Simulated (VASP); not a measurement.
# Rh: single point with PBEsol

Crystal: Rh.

```
Rh
1.0
     2.69175    0.00000    0.00000
    -1.34587    2.33112    0.00000
     0.00000    0.00000    8.79807
Rh
4
Direct
  0.00000 0.00000 0.00000
  0.33333 0.66667 0.25000
  0.00000 0.00000 0.50000
  0.66667 0.33333 0.75000
```

```
Program             : VASP 6.6.1
Task                : single point
Functional          : PBEsol
Potentials or basis : VASP PAW PBE potentials, release 64 (Rh_pv)
Cutoff              : 520 eV
k mesh              : 9 × 9 × 3
Occupations         : gaussian, width 0.2 eV
Spin                : no spin polarisation
```

| Item | Value |
| --- | --- |
| Pressure | -5.7 GPa |
| Band gap on the k mesh | zero (band 30 reaches 12.29 eV, above the bottom of band 31 at 10.68 eV) |

Stress tensor (GPa, compression positive):
```
-5.12  0.00  0.00
 0.00 -5.12  0.00
 0.00  0.00 -6.72
```

Levels at points of the mesh, in eV from the Fermi level:
```
           k point  band 28  band 29  band 30  band 31  band 32  band 33
(0.00, 0.00, 0.00)    -1.42    -1.42    -0.83    -0.83    -0.33    -0.33
```

It took 110 s on 1 thread of Intel Xeon 6975P-C, on a shared host, peak memory 0.18 GiB.

Caveat: the PAW data sets were made with another functional, which shifts forces and pressure a little.
